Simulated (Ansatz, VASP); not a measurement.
# One calculation of TaAs, two programs

File INCAR:

```
PREC = Accurate
ENCUT = 600
EDIFF = 1E-7
ISMEAR = 0
SIGMA = 0.05
LREAL = F
LASPH = T
NELM = 60
ALGO = Normal
ISIF = 3
LWAVE = F
LCHARG = F
GGA = PE
IBRION = 2
NSW = 80
EDIFFG = -0.03
```

The input KPOINTS:

```
Automatic mesh
0
Gamma
  8 8 8
```

The input POSCAR:

```
TaAs
1.0
   -1.7218133622      1.7218133622      5.8679415361
    1.7218133622     -1.7218133622      5.8679415361
    1.7218133622      1.7218133622     -5.8679415361
Ta As
2 2
Direct
    0.4999673000      0.9999673000      0.5000000000
    0.7499673000      0.7499673000      0.0000000000
    0.0826321200      0.5826321200      0.5000000000
    0.3326321200      0.3326321200      0.0000000000
```

Input for Ansatz:

```yaml
crystal:
  lattice:
    - [-1.7218133622, 1.7218133622, 5.8679415361]
    - [1.7218133622, -1.7218133622, 5.8679415361]
    - [1.7218133622, 1.7218133622, -5.8679415361]
  atoms:
    - { symbol: Ta, position: [0.4999673, 0.9999673, 0.5] }
    - { symbol: Ta, position: [0.7499673, 0.7499673, 0.0] }
    - { symbol: As, position: [0.08263212, 0.58263212, 0.5] }
    - { symbol: As, position: [0.33263212, 0.33263212, 0.0] }
basis:
  ecutwfc: 420
  ecutrho_ratio: 4
kpoints:
  mp_grid: { grid: [8, 8, 8] }
hamiltonian:
  xc: pbe
scf:
  occupations: { method: gaussian, width: 0.05 }
output:
  forces: true
  stress: true
  eigenvalues: true
relax:
  f_tol: 0.03
  max_steps: 60
  cell: { stress_tol: 0.3 }
```

Alike in both runs: task relaxation of cell and atoms; functional PBE; k mesh 8 × 8 × 8; occupations gaussian, width 0.05 eV; no spin polarisation.

```csv
,VASP,Ansatz
version,VASP 6.6.1,Ansatz 0.2.0
potentials or method,"VASP PAW PBE potentials, release 64 (Ta_pv, As), cutoff 600 eV","scalar-relativistic, plane waves, PAW"
valence electrons in the cell,32,56
```

Ansatz gave:

- gap on the k mesh at the Fermi level, each at its own relaxed structure (eV): none
- relaxed volume (Å³/atom): 17.60
- relaxed length of the cell vector where the two differ most in proportion (Å): 6.365

Question: What did VASP give for the same quantities?

Answer: gap on the k mesh at the Fermi level, each at its own relaxed structure (eV): none; relaxed volume (Å³/atom): 17.65; relaxed length of the cell vector where the two differ most in proportion (Å): 6.379.

A gap of «none» marks a metal or a gap that the smearing closes. VASP's potentials hold 32 valence electrons a cell and Ansatz's 56, so a difference there can come from the potentials and not from the codes.

Neither program's run includes spin-orbit coupling.
